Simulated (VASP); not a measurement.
# MnS (Fm-3m) in VASP: single point with PBEsol+U

Aim: the single point of MnS with PBEsol+U.

Program: VASP 6.6.1. These are calculated values, not measurements. Logs are shortened: lines on timing, memory, paths and dates and some standing lists are left out, and cuts for length are marked.

## Step 1: The cell of the first run

The structure is cubic, space group Fm-3m (No. 225). The conventional cell has a = 5.224 Å, b = 5.224 Å, c = 5.224 Å, α = 90.00°, β = 90.00°, γ = 90.00°. Within 3.4 Å of Mn (site symmetry m-3m) lie 6 S at 2.61 Å. Within 3.4 Å of S (site symmetry m-3m) lie 6 Mn at 2.61 Å.

## Step 2: Single point, PBEsol+U, collinear spin, ferromagnetic start

Contents of INCAR:

```
SYSTEM = MnS
ALGO = Normal
EDIFF = 1E-6
ENCUT = 520
GGA = PS
ISIF = 2
ISMEAR = 0
ISPIN = 2
LASPH = .True.
LCHARG = .False.
LDAU = .True.
LDAUJ = 0.5 0
LDAUL = 2 -1
LDAUPRINT = 1
LDAUTYPE = 1
LDAUU = 2 0
LMAXMIX = 4
LORBIT = 11
LREAL = .False.
LWAVE = .False.
MAGMOM = 5 0
NBANDS = 20
NELM = 150
PREC = Accurate
SIGMA = 0.05
```

Contents of KPOINTS:

```
k-points
0
Gamma
  6 6 6
  0 0 0
```

Contents of POSCAR:

```
MnS
1.0
    0.0000000000      2.6122498900      2.6122498900
    2.6122498900      0.0000000000      2.6122498900
    2.6122498900      2.6122498900      0.0000000000
Mn S
1 1
Direct
    0.0000000000      0.0000000000      0.0000000000
    0.5000000000      0.5000000000      0.5000000000
```

Potentials or basis: VASP PAW PBE potentials, release 64 (Mn_pv, S).

Started as:

```
$ cat potpaw_PBE.64/Mn_pv/POTCAR potpaw_PBE.64/S/POTCAR > POTCAR
$ mpirun -np 1 vasp_std > vasp.out
```

OUTCAR:

```text
SYSTEM = MnS
   EDIFF = 1E-6
   ENCUT = 520
   GGA = PS
   ISIF = 2
   ISMEAR = 0
   ISPIN = 2
   LASPH = .True.
   LORBIT = 11
   LREAL = .False.
   NELM = 150
   PREC = Accurate

 ion  position               nearest neighbor table
   1  0.000  0.000  0.000-   2 2.61   2 2.61   2 2.61   2 2.61   2 2.61   2 2.61
   2  0.500  0.500  0.500-   1 2.61   1 2.61   1 2.61   1 2.61   1 2.61   1 2.61

  LATTYP: Found a face centered cubic cell.
 ALAT       =     5.2244997800

  Lattice vectors:

 A1 = (   0.0000000000,   2.6122498900,   2.6122498900)
 A2 = (   2.6122498900,   0.0000000000,   2.6122498900)
 A3 = (   2.6122498900,   2.6122498900,   0.0000000000)

Analysis of symmetry for initial positions (statically):
=====================================================================
 Subroutine PRICEL returns:
 Original cell was already a primitive cell.

 Routine SETGRP: Setting up the symmetry group for a
 face centered cubic supercell.

 Subroutine GETGRP returns: Found 48 space group operations
 (whereof 48 operations were pure point group operations)
 out of a pool of 48 trial point group operations.

The static configuration has the point symmetry O_h .

Analysis of symmetry for dynamics (positions and initial velocities):
=====================================================================
 Subroutine PRICEL returns:
 Original cell was already a primitive cell.

 Routine SETGRP: Setting up the symmetry group for a
 face centered cubic supercell.

 Subroutine GETGRP returns: Found 48 space group operations
 (whereof 48 operations were pure point group operations)
 out of a pool of 48 trial point group operations.

The dynamic configuration has the point symmetry O_h .

Analysis of structural, dynamic, and magnetic symmetry:
=====================================================================
 Subroutine PRICEL returns:
 Original cell was already a primitive cell.

 Routine SETGRP: Setting up the symmetry group for a
 face centered cubic supercell.

 Subroutine GETGRP returns: Found 48 space group operations
 (whereof 48 operations were pure point group operations)
 out of a pool of 48 trial point group operations.

The overall configuration has the point symmetry O_h .

 Subroutine INISYM returns: Found 48 space group operations
 (whereof 48 operations are pure point group operations),
 and found     1 'primitive' translations

----------------------------------------------------------------------------------------

                                     Primitive cell

  volume of cell :      35.6512

  direct lattice vectors                    reciprocal lattice vectors
     0.000000000  2.612249890  2.612249890    -0.191405884  0.191405884  0.191405884
     2.612249890  0.000000000  2.612249890     0.191405884 -0.191405884  0.191405884
     2.612249890  2.612249890  0.000000000     0.191405884  0.191405884 -0.191405884

  length of vectors
     3.694279223  3.694279223  3.694279223     0.331524716  0.331524716  0.331524716

  position of ions in fractional coordinates (direct lattice)
     0.000000000  0.000000000  0.000000000
     0.500000000  0.500000000  0.500000000

  ion indices of the primitive-cell ions
   primitive index   ion index
                 1           1
                 2           2

----------------------------------------------------------------------------------------

 KPOINTS: k-points

Automatic generation of k-mesh.
 Grid dimensions read from file:
 generate k-points for:    6    6    6

 Generating k-lattice:

  Cartesian coordinates                     Fractional coordinates (reciprocal lattice)
    -0.031900981  0.031900981  0.031900981     0.166666667  0.000000000  0.000000000
     0.031900981 -0.031900981  0.031900981     0.000000000  0.166666667  0.000000000
     0.031900981  0.031900981 -0.031900981     0.000000000  0.000000000  0.166666667

  Length of vectors
     0.055254119  0.055254119  0.055254119

  Shift w.r.t. Gamma in fractional coordinates (k-lattice)
     0.000000000  0.000000000  0.000000000

 Subroutine IBZKPT returns following result:
 ===========================================

 Found     16 irreducible k-points:

 Following reciprocal coordinates:
            Coordinates               Weight
  0.000000  0.000000  0.000000      1.000000
  0.166667  0.000000  0.000000      8.000000
  0.333333  0.000000  0.000000      8.000000
  0.500000  0.000000  0.000000      4.000000
  0.166667  0.166667  0.000000      6.000000
  0.333333  0.166667  0.000000     24.000000
[... 8 lines left out ...]
 -0.333333  0.333333  0.166667     24.000000
 -0.333333  0.500000  0.166667     12.000000
   k-points           NKPTS =     16   k-points in BZ     NKDIM =     16   number of bands    NBANDS=     20
   number of dos      NEDOS =    301   number of ions     NIONS =      2
   total plane-waves  NPLWV =  21952
   dimension x,y,z NGX =    28 NGY =   28 NGZ =   28
   dimension x,y,z NGXF=    56 NGYF=   56 NGZF=   56
   ions per type =               1   1
   NGX,Y,Z   is equivalent  to a cutoff of  12.60, 12.60, 12.60 a.u.
   NGXF,Y,Z  is equivalent  to a cutoff of  25.20, 25.20, 25.20 a.u.
 SYSTEM =  MnS
   PREC   = accura    normal or accurate (medium, high low for compatibility)
   ISTART =      0    job   : 0-new  1-cont  2-samecut
   ICHARG =      2    charge: 1-file 2-atom 10-const
   ISPIN  =      2    spin polarized calculation?
   LNONCOLLINEAR =      F non collinear calculations
   LSORBIT =      F    spin-orbit coupling
   LASPH  =      T    aspherical Exc in radial PAW
   ENCUT  =  520.0 eV  38.22 Ry    6.18 a.u.   6.87  6.87  6.87*2*pi/ulx,y,z
   NELM   =    150;   NELMIN=  2; NELMDL= -5     # of ELM steps
   EDIFF  = 0.1E-05   stopping-criterion for ELM
   LREAL  =      F    real-space projection
   EDIFFG = 0.1E-04   stopping-criterion for IOM
   NSW    =      0    number of steps for IOM
   IBRION =     -1    ionic relax: 0-MD 1-quasi-New 2-CG
   NFREE  =      0    steps in history (QN), initial steepest desc. (CG)
   ISIF   =      2    stress and relaxation
   ISYM   =      2    0-nonsym 1-usesym 2-fastsym
   POTIM  = 0.5000    time-step for ionic-motion
   TEBEG  =    0.0;   TEEND  =   0.0 temperature during run
   PSTRESS=    0.0 pullay stress
   NELECT =      19.0000    total number of electrons
   NUPDOWN=      -1.0000    fix difference up-down
   EMIN   =  10.00;   EMAX   =-10.00  energy-range for DOS
   EFERMI =   0.00;   METHOD = LEGACY
   ISMEAR =     0;   SIGMA  =   0.05  broadening in eV -4-tet -1-fermi 0-gaus
   EFERMI_NEDOS =   21; number of points for ismear=-14 and -15
   IALGO  =     38    algorithm
   IMIX   =      4    mixing-type and parameters
     AMIX     =   0.40;   BMIX     =  1.00
     AMIX_MAG =   1.60;   BMIX_MAG =  1.00
  volume/ion in A,a.u.               =      17.83       120.29
  Fermi-wavevector in a.u.,A,eV,Ry     =   1.327297  2.508227 23.969605  1.761716
  Thomas-Fermi vector in A             =   2.456619
   LORBIT       =     11    0 simple, 1 ext, 2 COOP (PROOUT), +10 PAW based schemes
 LDA+U is selected, type is set to LDAUTYPE =  1
   angular momentum for each species LDAUL =     2   -1
   U (eV)           for each species LDAUU =   2.0  0.0
   J (eV)           for each species LDAUJ =   0.5  0.0
   GGA     = PS    functional components
   LHFCALC =     F    Hartree Fock is set to
   AEXX    =    0.0000 exact exchange contribution
   IVDW    =     0    specifies the selected vdW correction
   LEPSILON=     F    determine dielectric tensor
   LRPA    =     F    only Hartree local field effects (RPA)
 spin polarized calculation
 Gauss-broadening in eV      SIGMA  =   0.05
  energy-cutoff  :      520.00
  volume of cell :       35.65
 maximum number of plane-waves:       982
   NGX = 13   NGY = 13   NGZ = 13

atom =   1  type =  1  l = 2

 onsite density matrix

spin component  1

  0.9224  0.0000 -0.0000  0.0000  0.0000
  0.0000  0.9224 -0.0000 -0.0000  0.0000
 -0.0000 -0.0000  0.9372 -0.0000 -0.0000
  0.0000 -0.0000 -0.0000  0.9224 -0.0000
  0.0000  0.0000 -0.0000 -0.0000  0.9372

spin component  2

  0.0281  0.0000 -0.0000  0.0000 -0.0000
  0.0000  0.0281  0.0000  0.0000 -0.0000
 -0.0000  0.0000  0.0974 -0.0000  0.0000
  0.0000  0.0000 -0.0000  0.0281  0.0000
 -0.0000 -0.0000  0.0000  0.0000  0.0974

 occupancies and eigenvectors

  o =  0.0281  v =  0.0000  0.0000  0.0000  0.0000  0.0000  0.0046  0.0244 -0.0000 -0.9997  0.0000      0.0000  0.0000  0.0000  0.0000  0.0000  0.0000  0.0000  0.0000  0.0000  0.0000
  o =  0.0281  v =  0.0000  0.0000  0.0000  0.0000  0.0000  0.0036 -0.9997  0.0000 -0.0244 -0.0000      0.0000  0.0000  0.0000  0.0000  0.0000  0.0000  0.0000  0.0000  0.0000  0.0000
  o =  0.0281  v =  0.0000  0.0000  0.0000  0.0000  0.0000  1.0000  0.0035  0.0000  0.0047  0.0000      0.0000  0.0000  0.0000  0.0000  0.0000  0.0000  0.0000  0.0000  0.0000  0.0000
  o =  0.0974  v =  0.0000  0.0000  0.0000  0.0000  0.0000  0.0000  0.0000  0.0045 -0.0000 -1.0000      0.0000  0.0000  0.0000  0.0000  0.0000  0.0000  0.0000  0.0000  0.0000  0.0000
  o =  0.0974  v =  0.0000  0.0000  0.0000  0.0000  0.0000 -0.0000  0.0000  1.0000  0.0000  0.0045      0.0000  0.0000  0.0000  0.0000  0.0000  0.0000  0.0000  0.0000  0.0000  0.0000
  o =  0.9224  v =  0.0000 -0.9770  0.0000  0.2130  0.0000  0.0000  0.0000  0.0000  0.0000  0.0000      0.0000  0.0000  0.0000  0.0000  0.0000  0.0000  0.0000  0.0000  0.0000  0.0000
  o =  0.9224  v =  1.0000  0.0000  0.0000  0.0000  0.0000  0.0000  0.0000  0.0000  0.0000  0.0000      0.0000  0.0000  0.0000  0.0000  0.0000  0.0000  0.0000  0.0000  0.0000  0.0000
  o =  0.9224  v =  0.0000 -0.2130  0.0000 -0.9770  0.0000  0.0000  0.0000  0.0000  0.0000  0.0000      0.0000  0.0000  0.0000  0.0000  0.0000  0.0000  0.0000  0.0000  0.0000  0.0000
  o =  0.9372  v =  0.0000 -0.0000 -0.9998 -0.0000 -0.0219  0.0000  0.0000  0.0000  0.0000  0.0000      0.0000  0.0000  0.0000  0.0000  0.0000  0.0000  0.0000  0.0000  0.0000  0.0000
  o =  0.9372  v =  0.0000 -0.0000  0.0219  0.0000 -0.9998  0.0000  0.0000  0.0000  0.0000  0.0000      0.0000  0.0000  0.0000  0.0000  0.0000  0.0000  0.0000  0.0000  0.0000  0.0000

 number of electron      18.9999987 magnetization       4.9167633

 Free energy of the ion-electron system (eV)
  ---------------------------------------------------
  ext. energy  EPLUGINS =         0.00000000
  ---------------------------------------------------
  free energy    TOTEN  =       -14.34292637 eV

  energy without entropy =      -14.34253863  energy(sigma->0) =      -14.34273250

 E-fermi :   6.4799     XC(G=0): -10.7500

 val. band max:        6.4194509263   @ k =  -0.3333   0.1667   0.0000
 cond. band min:       6.5683410003   @ k =   0.5000   0.0000   0.0000
 fundamental gap:      0.1488900741
 Fermi energy:         6.4799219269

 spin component 1

 k-point     1 :       0.0000    0.0000    0.0000
  band No.  band energies     occupation
      1     -44.2215      1.00000
      2     -44.2215      1.00000
      3     -44.2215      1.00000
      4      -7.9927      1.00000
      5       2.3880      1.00000
      6       2.3880      1.00000
[... 12 lines left out ...]
     19      18.0420      0.00000
     20      18.3813      0.00000
[... 323 lines left out ...]
 k-point    16 :      -0.3333    0.5000    0.1667
  band No.  band energies     occupation
      1     -44.2276      1.00000
      2     -44.2256      1.00000
      3     -44.2246      1.00000
      4      -6.4475      1.00000
      5       0.7857      1.00000
      6       1.3801      1.00000
[... 12 lines left out ...]
     19      20.6894      0.00000
     20      22.1470      0.00000
 Fermi energy:         6.4799219269

 spin component 2

 k-point     1 :       0.0000    0.0000    0.0000
  band No.  band energies     occupation
      1     -39.5341      1.00000
      2     -39.5341      1.00000
      3     -39.5341      1.00000
      4      -7.6499      1.00000
      5       4.9505      1.00000
      6       4.9505      1.00000
[... 12 lines left out ...]
     19      19.4903      0.00000
     20      20.0985      0.00000
[... 323 lines left out ...]
 k-point    16 :      -0.3333    0.5000    0.1667
  band No.  band energies     occupation
      1     -39.5424      1.00000
      2     -39.5396      1.00000
      3     -39.5383      1.00000
      4      -6.1183      1.00000
      5       1.3732      1.00000
      6       2.4325      1.00000
[... 12 lines left out ...]
     19      20.9662      0.00000
     20      23.1164      0.00000

------------------------ aborting loop because EDIFF is reached ----------------------------------------

  FORCE on cell =-STRESS in cart. coord.  units (eV):
  Direction    XX          YY          ZZ          XY          YZ          ZX
  --------------------------------------------------------------------------------------
  -------------------------------------------------------------------------------------
  Total       -0.7997566     -0.7997566     -0.7997566      0.0000000      0.0000000      0.0000000
  in kB      -35.9413386    -35.9413386    -35.9413386      0.0000000      0.0000000      0.0000000
  external PRESSURE =     -35.9413386 kB  Pullay stress =       0.0000000 kB

 VOLUME and BASIS-vectors are now :
 -----------------------------------------------------------------------------
  energy-cutoff  :      520.00
  volume of cell :       35.65
      direct lattice vectors                 reciprocal lattice vectors
     0.000000000  2.612249890  2.612249890    -0.191405884  0.191405884  0.191405884
     2.612249890  0.000000000  2.612249890     0.191405884 -0.191405884  0.191405884
     2.612249890  2.612249890  0.000000000     0.191405884  0.191405884 -0.191405884

 POSITION                                       TOTAL-FORCE (eV/Angst)
 -----------------------------------------------------------------------------------
      0.00000      0.00000      0.00000         0.000000     -0.000000      0.000000
      2.61225      2.61225      2.61225        -0.000000      0.000000     -0.000000
 -----------------------------------------------------------------------------------
    total drift:                               -0.000000      0.000000      0.000000

  FREE ENERGIE OF THE ION-ELECTRON SYSTEM (eV)
  ---------------------------------------------------
  free  energy   TOTEN  =       -14.3429263652 eV

  energy  without entropy=      -14.3425386292  energy(sigma->0) =      -14.34273250

 total charge

# of ion       s       p       d       tot
------------------------------------------
    1        0.219   6.168   4.903  11.289
    2        1.318   2.403   0.000   3.721
--------------------------------------------------
tot          1.537   8.570   4.903  15.010

 magnetization (x)

# of ion       s       p       d       tot
------------------------------------------
    1        0.049   0.039   4.353   4.441
    2        0.024   0.087   0.000   0.111
--------------------------------------------------
tot          0.073   0.126   4.353   4.552
```

It took 55 s on 1 thread of Intel Xeon 8259CL, shared host; peak memory 0.17 GiB.

Results:

```
Free energy                                           : -14.3429 eV
Pressure                                              : -3.6 GPa
Net moment                                            : 4.92 μB per cell
Site moments                                          : Mn +4.44; S +0.11 μB
Valence electrons inside the program's atomic spheres : Mn 11.29; S 3.72
```

Eigenvalues of the final occupation matrices:
```
    site  spin  trace               eigenvalues
site 1 d     1   4.64  0.92 0.92 0.92 0.94 0.94
site 1 d     2   0.28  0.03 0.03 0.03 0.10 0.10
```

Caveat: the cell stands under tension; the PAW data sets were made with another functional, which shifts forces and pressure a little; a cell with one magnetic atom can't hold antiferromagnetic order, which such compounds often take.
